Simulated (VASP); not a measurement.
# Ru (P6_3/mmc) in VASP: notebook

Ru is run at these levels: LDA; tasks: single point.

Everything below comes from runs of VASP 6.6.1. Logs are shortened: lines on timing, memory, paths and dates and some standing lists are left out, and cuts for length are marked.

## 1. The cell of the first run

It takes space group P6_3/mmc (No. 194, hexagonal). The conventional cell has a = 2.671 Å, b = 2.671 Å, c = 4.216 Å, α = 90.00°, β = 90.00°, γ = 120.00°. Ru (site symmetry -6m2) has 12 Ru at 2.61 to 2.67 Å within 3.4 Å.

## 2. Single point, LDA

INCAR

```
  PREC = Accurate
  ENCUT = 520
  EDIFF = 1E-6
  ISMEAR = -1
  SIGMA = 0.1
  LREAL = False
  LASPH = True
  NELM = 80
  ALGO = Normal
  ISIF = 2
  LWAVE = False
  LCHARG = True
  LELF = True
  LVHAR = True
  NBANDS = 21
```

KPOINTS

```
regular mesh
0
Gamma
  20 20 12
```

POSCAR

```
Ru
1.0
    2.6710136988      0.0000000000      0.0000000000
   -1.3355068494      2.3131657170      0.0000000000
    0.0000000000      0.0000000000      4.2158186891
Ru
2
Direct
    0.3333333333      0.6666666667      0.2500000000
    0.6666666667      0.3333333333      0.7500000000
```

Potentials or basis: VASP PAW LDA potentials, release 64 (Ru_pv).

Launch:

```console
cat potpaw_LDA.64/Ru_pv/POTCAR > POTCAR
mpirun -np 1 vasp_std > vasp.out
```

OUTCAR:

```text
PREC = Accurate
   ENCUT = 520
   EDIFF = 1E-6
   ISMEAR = -1
   LREAL = False
   LASPH = True
   NELM = 80
   ISIF = 2

 ion  position               nearest neighbor table
   1  0.333  0.667  0.250-   2 2.61   2 2.61   2 2.61   2 2.61   2 2.61   2 2.61
   2  0.667  0.333  0.750-   1 2.61   1 2.61   1 2.61   1 2.61   1 2.61   1 2.61

  LATTYP: Found a hexagonal cell.
 ALAT       =     2.6710136988
 C/A-ratio  =     1.5783590668

  Lattice vectors:

 A1 = (   2.6710136988,   0.0000000000,   0.0000000000)
 A2 = (  -1.3355068494,   2.3131657170,   0.0000000000)
 A3 = (   0.0000000000,   0.0000000000,   4.2158186891)

Analysis of symmetry for initial positions (statically):
=====================================================================
 Subroutine PRICEL returns:
 Original cell was already a primitive cell.

 Routine SETGRP: Setting up the symmetry group for a
 hexagonal supercell.

 Subroutine GETGRP returns: Found 24 space group operations
 (whereof 12 operations were pure point group operations)
 out of a pool of 24 trial point group operations.

The static configuration has the point symmetry D_3d.
 The point group associated with its full space group is D_6h.

Analysis of symmetry for dynamics (positions and initial velocities):
=====================================================================
 Subroutine PRICEL returns:
 Original cell was already a primitive cell.

 Routine SETGRP: Setting up the symmetry group for a
 hexagonal supercell.

 Subroutine GETGRP returns: Found 24 space group operations
 (whereof 12 operations were pure point group operations)
 out of a pool of 24 trial point group operations.

The dynamic configuration has the point symmetry D_3d.
 The point group associated with its full space group is D_6h.

 Subroutine INISYM returns: Found 24 space group operations
 (whereof 12 operations are pure point group operations),
 and found     1 'primitive' translations

----------------------------------------------------------------------------------------

                                     Primitive cell

  volume of cell :      26.0474

  direct lattice vectors                    reciprocal lattice vectors
     2.671013699  0.000000000  0.000000000     0.374389693  0.216153990  0.000000000
    -1.335506849  2.313165717  0.000000000     0.000000000  0.432307981  0.000000000
     0.000000000  0.000000000  4.215818689     0.000000000  0.000000000  0.237201852

[... 79 lines left out ...]
   LSORBIT =      F    spin-orbit coupling
   LASPH  =      T    aspherical Exc in radial PAW
   ENCUT  =  520.0 eV  38.22 Ry    6.18 a.u.   4.97  4.97  7.84*2*pi/ulx,y,z
   NELM   =     80;   NELMIN=  2; NELMDL= -5     # of ELM steps
   EDIFF  = 0.1E-05   stopping-criterion for ELM
   LREAL  =      F    real-space projection
   EDIFFG = 0.1E-04   stopping-criterion for IOM
   NSW    =      0    number of steps for IOM
   IBRION =     -1    ionic relax: 0-MD 1-quasi-New 2-CG
   NFREE  =      0    steps in history (QN), initial steepest desc. (CG)
   ISIF   =      2    stress and relaxation
   ISYM   =      2    0-nonsym 1-usesym 2-fastsym
   POTIM  = 0.5000    time-step for ionic-motion
   TEBEG  =    0.0;   TEEND  =   0.0 temperature during run
   PSTRESS=    0.0 pullay stress
   NELECT =      28.0000    total number of electrons
   NUPDOWN=      -1.0000    fix difference up-down
   EMIN   =  10.00;   EMAX   =-10.00  energy-range for DOS
   EFERMI =   0.00;   METHOD = LEGACY
   ISMEAR =    -1;   SIGMA  =   0.10  broadening in eV -4-tet -1-fermi 0-gaus
   EFERMI_NEDOS =   21; number of points for ismear=-14 and -15
   IALGO  =     38    algorithm
   IMIX   =      4    mixing-type and parameters
     AMIX     =   0.40;   BMIX     =  1.00
     AMIX_MAG =   1.60;   BMIX_MAG =  1.00
  volume/ion in A,a.u.               =      13.02        87.89
  Fermi-wavevector in a.u.,A,eV,Ry     =   1.677024  3.169116 38.265149  2.812409
  Thomas-Fermi vector in A             =   2.761363
   LORBIT       =      0    0 simple, 1 ext, 2 COOP (PROOUT), +10 PAW based schemes
   GGA     = CA    functional components
   LHFCALC =     F    Hartree Fock is set to
   AEXX    =    0.0000 exact exchange contribution
   IVDW    =     0    specifies the selected vdW correction
   LEPSILON=     F    determine dielectric tensor
   LRPA    =     F    only Hartree local field effects (RPA)
 non-spin polarized calculation
  energy-cutoff  :      520.00
  volume of cell :       26.05
 maximum number of plane-waves:       724
 NGX is ok and might be reduce to    20
   NGX =  9   NGY =  9   NGZ = 15

 number of electron      27.9999991 magnetization

 Free energy of the ion-electron system (eV)
  ---------------------------------------------------
  ext. energy  EPLUGINS =         0.00000000
  ---------------------------------------------------
  free energy    TOTEN  =       -21.41447912 eV

  energy without entropy =      -21.36414335  energy(sigma->0) =      -21.38931123

 E-fermi :  13.5013     XC(G=0): -14.6375

 val. band max:       13.4997830770   @ k =   0.4000   0.0500   0.3333
 cond. band min:      13.5048621672   @ k =   0.4000  -0.0000   0.3333
 fundamental gap:      0.0050790902
 Fermi energy:        13.5012676464

 k-point     1 :       0.0000    0.0000    0.0000
  band No.  band energies     occupation
      1     -30.1593      2.00000
      2     -29.0716      2.00000
      3     -29.0716      2.00000
      4     -28.8724      2.00000
      5     -28.8724      2.00000
      6     -28.8201      2.00000
[... 565 lines left out ...]
     20      23.4099      0.00000
     21      23.8736      0.00000

 [... further k-points ...]

------------------------ aborting loop because EDIFF is reached ----------------------------------------

  FORCE on cell =-STRESS in cart. coord.  units (eV):
  Direction    XX          YY          ZZ          XY          YZ          ZX
  --------------------------------------------------------------------------------------
  -------------------------------------------------------------------------------------
  Total        0.4832105      0.4832105      0.4967064     -0.0000000      0.0000000      0.0000000
  in kB       29.7222798     29.7222798     30.5524173     -0.0000000      0.0000000      0.0000000
  external PRESSURE =      29.9989923 kB  Pullay stress =       0.0000000 kB

 VOLUME and BASIS-vectors are now :
 -----------------------------------------------------------------------------
  energy-cutoff  :      520.00
  volume of cell :       26.05
      direct lattice vectors                 reciprocal lattice vectors
     2.671013699  0.000000000  0.000000000     0.374389693  0.216153990  0.000000000
    -1.335506849  2.313165717  0.000000000     0.000000000  0.432307981  0.000000000
     0.000000000  0.000000000  4.215818689     0.000000000  0.000000000  0.237201852

 POSITION                                       TOTAL-FORCE (eV/Angst)
 -----------------------------------------------------------------------------------
     -0.00000      1.54211      1.05395         0.000000     -0.000000      0.000000
      1.33551      0.77106      3.16186        -0.000000      0.000000      0.000000
 -----------------------------------------------------------------------------------
    total drift:                               -0.000000      0.000000     -0.000000

  FREE ENERGIE OF THE ION-ELECTRON SYSTEM (eV)
  ---------------------------------------------------
  free  energy   TOTEN  =       -21.4144791164 eV

  energy  without entropy=      -21.3641433461  energy(sigma->0) =      -21.38931123
```

OSZICAR:

```text
N       E                     dE             d eps       ncg     rms          rms(c)
DAV:   1     0.287168238039E+03    0.28717E+03   -0.17492E+04 12968   0.150E+03
DAV:   2    -0.168436376758E+02   -0.30401E+03   -0.29460E+03 13226   0.449E+02
DAV:   3    -0.228133955419E+02   -0.59698E+01   -0.59342E+01 15391   0.706E+01
DAV:   4    -0.228571768211E+02   -0.43781E-01   -0.43710E-01 15978   0.583E+00
DAV:   5    -0.228577038883E+02   -0.52707E-03   -0.52308E-03 14790   0.574E-01    0.204E+01
DAV:   6    -0.215214136170E+02    0.13363E+01   -0.30274E+00 14806   0.166E+01    0.567E+00
DAV:   7    -0.214262947615E+02    0.95119E-01   -0.42523E-01 14736   0.475E+00    0.120E+00
DAV:   8    -0.214148798918E+02    0.11415E-01   -0.16921E-02 14011   0.128E+00    0.329E-01
DAV:   9    -0.214144555919E+02    0.42430E-03   -0.49847E-04 14831   0.236E-01    0.268E-02
DAV:  10    -0.214144794946E+02   -0.23903E-04   -0.14700E-05 14446   0.395E-02    0.782E-03
DAV:  11    -0.214144791164E+02    0.37815E-06   -0.33440E-06 14168   0.181E-02
   1 F= -.21414479E+02 E0= -.21389311E+02  d E =-.503358E-01
```

stdout:

```text
POSCAR found type information on POSCAR Ru
 POSCAR found :  1 types and       2 ions
 scaLAPACK will be used
 LDA part: xc-table for (Slater(with rela. corr.)+CA(PZ))
 , standard interpolation
 POSCAR, INCAR and KPOINTS ok, starting setup
 FFT: planning ... GRIDC
 FFT: planning ... GRID_SOFT
 FFT: planning ... GRID
 WAVECAR not read
 entering main loop
```

Wall time 3.3 min (1 thread of AMD EPYC 7R13, shared host); peak memory 0.2 GiB.

What came out:

| Property | Result |
| --- | --- |
| Free energy | -21.4145 eV |
| Pressure | 3.0 GPa |
| Band gap on the k mesh | zero (band 14 reaches 15.20 eV, above the bottom of band 15 at 11.72 eV) |

## 3. Single point, LDA

This run uses another cell than the first one, of 13.09 Å³/atom, 1.005 times its volume.

INCAR

```
SYSTEM = Ru
PREC     = Accurate       ! precision mode
ENCUT    = 520            ! plane-wave cutoff, eV
EDIFF    = 1E-7           ! SCF threshold, eV
ISMEAR   = -1             ! smearing method
SIGMA    = 0.1            ! smearing width, eV
LREAL    = .FALSE.        ! projectors in reciprocal space
LASPH    = .TRUE.         ! aspherical terms in the spheres
NELM     = 80             ! most SCF steps
ALGO     = Normal         ! electronic algorithm
ISIF     = 2              ! what is computed and relaxed
LWAVE    = .FALSE.        ! write WAVECAR
LCHARG   = .FALSE.        ! write CHGCAR
NBANDS   = 21             ! bands
```

KPOINTS

```
regular mesh
0
G
  20 20 12
  0 0 0
```

POSCAR

```
Ru
1.0
    2.6760604822      0.0000000000      0.0000000000
   -1.3380302411      2.3175363597      0.0000000000
    0.0000000000      0.0000000000      4.2225954752
Ru
2
Direct
    0.3333333333      0.6666666667      0.2500000000
    0.6666666667      0.3333333333      0.7500000000
```

Potentials or basis: VASP PAW LDA potentials, release 64 (Ru_pv).

Launch:

```console
cat potpaw_LDA.64/Ru_pv/POTCAR > POTCAR
mpirun -np 1 vasp_std > vasp.out
```

It took 3.3 min on 1 thread of AMD EPYC 7R13, shared host; peak memory 0.2 GiB.

It converged, with:

- Free energy: -21.4163 eV
- Pressure: 1.0 GPa
- Band gap on the k mesh: zero (band 14 reaches 15.08 eV, above the bottom of band 15 at 11.63 eV)

Stress tensor (GPa, compression positive):
```
0.95 0.00 0.00
0.00 0.95 0.00
0.00 0.00 1.07
```

Levels at points of the mesh, in eV from the Fermi level:
| k point | band 12 | band 13 | band 14 | band 15 | band 16 | band 17 |
| --- | --- | --- | --- | --- | --- | --- |
| (0.00, 0.00, 0.00) | -2.06 | -2.06 | -1.52 | -1.52 | 1.24 | 1.24 |
| (0.50, 0.00, 0.00) | -1.89 | -1.61 | 1.49 | 1.94 | 2.05 | 4.25 |
| (0.00, 0.00, 0.50) | -2.97 | -2.85 | -2.85 | 0.57 | 0.57 | 0.57 |
| (0.50, 0.00, 0.50) | -1.16 | 0.45 | 0.45 | 1.76 | 1.76 | 3.51 |

## 4. Single point, LDA

This run uses another cell than the first one, of 13.06 Å³/atom, 1.003 times its volume.

INCAR

```
SYSTEM = Ru
  PREC = Accurate
  ENCUT = 520
  EDIFF = 1E-7
  ISMEAR = -1
  SIGMA = 0.1
  LREAL = .False.
  LASPH = .True.
  NELM = 80
  ALGO = Normal
  ISIF = 2
  LWAVE = .False.
  LCHARG = .True.
  LELF = .True.
  LVHAR = .True.
  NBANDS = 21
```

KPOINTS

```
regular mesh
0
Gamma
  20 20 12
  0 0 0
```

POSCAR

```
Ru
1.0
    2.6734744959      0.0000000000      0.0000000000
   -1.3367372480      2.3152968298      0.0000000000
    0.0000000000      0.0000000000      4.2191792071
Ru
2
Direct
    0.3333333333      0.6666666667      0.2500000000
    0.6666666667      0.3333333333      0.7500000000
```

Potentials or basis: VASP PAW LDA potentials, release 64 (Ru_pv).

Launch:

```console
cat potpaw_LDA.64/Ru_pv/POTCAR > POTCAR
mpirun -np 1 vasp_std > vasp.out
```

OUTCAR:

```text
SYSTEM = Ru
   PREC = Accurate
   ENCUT = 520
   EDIFF = 1E-7
   ISMEAR = -1
   LREAL = .False.
   LASPH = .True.
   NELM = 80
   ISIF = 2

 ion  position               nearest neighbor table
   1  0.333  0.667  0.250-   2 2.61   2 2.61   2 2.61   2 2.61   2 2.61   2 2.61
   2  0.667  0.333  0.750-   1 2.61   1 2.61   1 2.61   1 2.61   1 2.61   1 2.61

  LATTYP: Found a hexagonal cell.
 ALAT       =     2.6734744959
 C/A-ratio  =     1.5781632529

  Lattice vectors:

 A1 = (   2.6734744959,   0.0000000000,   0.0000000000)
 A2 = (  -1.3367372480,   2.3152968298,   0.0000000000)
 A3 = (   0.0000000000,   0.0000000000,   4.2191792071)

Analysis of symmetry for initial positions (statically):
=====================================================================
 Subroutine PRICEL returns:
 Original cell was already a primitive cell.

 Routine SETGRP: Setting up the symmetry group for a
 hexagonal supercell.

 Subroutine GETGRP returns: Found 24 space group operations
 (whereof 12 operations were pure point group operations)
 out of a pool of 24 trial point group operations.

The static configuration has the point symmetry D_3d.
 The point group associated with its full space group is D_6h.
[... 159 lines left out ...]

  energy without entropy =      -21.36508438  energy(sigma->0) =      -21.39034811

 E-fermi :  13.4504     XC(G=0): -14.6212

 val. band max:       13.4489814549   @ k =   0.4000   0.0500   0.3333
 cond. band min:      13.4538042382   @ k =   0.4000   0.0000   0.3333
 fundamental gap:      0.0048227834
 Fermi energy:        13.4504114891

 k-point     1 :       0.0000    0.0000    0.0000
  band No.  band energies     occupation
      1     -30.1988      2.00000
      2     -29.1204      2.00000
      3     -29.1204      2.00000
      4     -28.9227      2.00000
      5     -28.9227      2.00000
      6     -28.8706      2.00000
[... 565 lines left out ...]
     20      23.3616      0.00000
     21      23.7971      0.00000

 [... further k-points ...]

------------------------ aborting loop because EDIFF is reached ----------------------------------------

  FORCE on cell =-STRESS in cart. coord.  units (eV):
  Direction    XX          YY          ZZ          XY          YZ          ZX
  --------------------------------------------------------------------------------------
  -------------------------------------------------------------------------------------
  Total        0.3220294      0.3220294      0.3393045     -0.0000000      0.0000000      0.0000000
  in kB       19.7558360     19.7558360     20.8156289     -0.0000000      0.0000000      0.0000000
  external PRESSURE =      20.1091003 kB  Pullay stress =       0.0000000 kB

 VOLUME and BASIS-vectors are now :
 -----------------------------------------------------------------------------
  energy-cutoff  :      520.00
  volume of cell :       26.12
      direct lattice vectors                 reciprocal lattice vectors
     2.673474496  0.000000000  0.000000000     0.374045087  0.215955032  0.000000000
    -1.336737248  2.315296830  0.000000000     0.000000000  0.431910063  0.000000000
     0.000000000  0.000000000  4.219179207     0.000000000  0.000000000  0.237012924

 POSITION                                       TOTAL-FORCE (eV/Angst)
 -----------------------------------------------------------------------------------
     -0.00000      1.54353      1.05479        -0.000000      0.000000      0.000000
      1.33674      0.77177      3.16438         0.000000     -0.000000      0.000000
 -----------------------------------------------------------------------------------
    total drift:                               -0.000000      0.000000     -0.000000

  FREE ENERGIE OF THE ION-ELECTRON SYSTEM (eV)
  ---------------------------------------------------
  free  energy   TOTEN  =       -21.4156118496 eV

  energy  without entropy=      -21.3650843786  energy(sigma->0) =      -21.39034811
```

OSZICAR:

```text
N       E                     dE             d eps       ncg     rms          rms(c)
DAV:   1     0.285950785911E+03    0.28595E+03   -0.17503E+04 12976   0.149E+03
DAV:   2    -0.169395152649E+02   -0.30289E+03   -0.29357E+03 13266   0.447E+02
DAV:   3    -0.228180326568E+02   -0.58785E+01   -0.58473E+01 15361   0.700E+01
DAV:   4    -0.228618786270E+02   -0.43846E-01   -0.43774E-01 16002   0.583E+00
DAV:   5    -0.228624170997E+02   -0.53847E-03   -0.53444E-03 14753   0.571E-01    0.202E+01
DAV:   6    -0.215199707200E+02    0.13424E+01   -0.30356E+00 14856   0.167E+01    0.562E+00
DAV:   7    -0.214274905606E+02    0.92480E-01   -0.45927E-01 14686   0.483E+00    0.116E+00
DAV:   8    -0.214161642677E+02    0.11326E-01   -0.17296E-02 14076   0.131E+00    0.372E-01
DAV:   9    -0.214155882438E+02    0.57602E-03   -0.56466E-04 14821   0.251E-01    0.273E-02
DAV:  10    -0.214156122738E+02   -0.24030E-04   -0.18569E-05 14456   0.445E-02    0.963E-03
DAV:  11    -0.214156118713E+02    0.40245E-06   -0.43410E-06 14536   0.204E-02    0.136E-03
DAV:  12    -0.214156118496E+02    0.21713E-07   -0.52455E-08  9346   0.223E-03
   1 F= -.21415612E+02 E0= -.21390348E+02  d E =-.505275E-01
```

Wall time 3.7 min (1 thread of AMD EPYC 7R13, shared host); peak memory 0.2 GiB.

Results:

```yaml
Free_energy: -21.4156 eV
Pressure: 2.0 GPa
Band_gap_on_the_k_mesh: zero (band 14 reaches 15.14 eV, above the bottom of band 15 at 11.68 eV)
```

## 5. Summary

| cell | gap on the mesh (eV) | pressure (GPa) |
| --- | --- | --- |
| a = 2.671, b = 2.671, c = 4.216 Å, angles 90.0, 90.0, 120.0°, 2 atoms | none | 3.0 |
| a = 2.676, b = 2.676, c = 4.223 Å, angles 90.0, 90.0, 120.0°, 2 atoms | none | 1.0 |
| a = 2.673, b = 2.673, c = 4.219 Å, angles 90.0, 90.0, 120.0°, 2 atoms | none | 2.0 |

Alike in all rows: task single point; level LDA; potentials or basis VASP PAW LDA potentials, release 64 (Ru_pv); no spin polarisation; k mesh 20 × 20 × 12; cutoff (eV) 520; smearing fermi-dirac 0.1 eV.

Total energies depend on the potentials used, so only differences within one code and one set of settings carry meaning.
